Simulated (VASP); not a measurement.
Input of a VASP 6.6.1 run:

File INCAR:

```
ALGO = Normal
EDIFF = 1E-6
ENCUT = 500
GGA = PE
GGA_COMPAT = False
ISIF = 2
ISMEAR = 0
LASPH = True
LCHARG = True
LELF = True
LREAL = False
LVHAR = True
LWAVE = False
NBANDS = 11
NELM = 120
PREC = Accurate
SIGMA = 0.02
```

Contents of KPOINTS:

```
k-points
0
Gamma
  10 10 10
```

POSCAR

```
Si
1.0
    0.0000000000      2.7348307987      2.7348307987
    2.7348307987      0.0000000000      2.7348307987
    2.7348307987      2.7348307987      0.0000000000
Si
2
Direct
    0.0000000000      0.0000000000      0.0000000000
    0.2500000000      0.2500000000      0.2500000000
```

Potentials or basis: VASP PAW PBE potentials, release 64 (Si).

The run is started by

```bash
$ cat potpaw_PBE.64/Si/POTCAR > POTCAR
$ mpirun -np 1 vasp_std > vasp.out
```

Task: Estimate the band gap on the k mesh.

Result: 0.62 eV (least direct gap 2.56 eV).

Task: Estimate the pressure.

Result: 0.0 GPa.

A k mesh can miss the band edges.
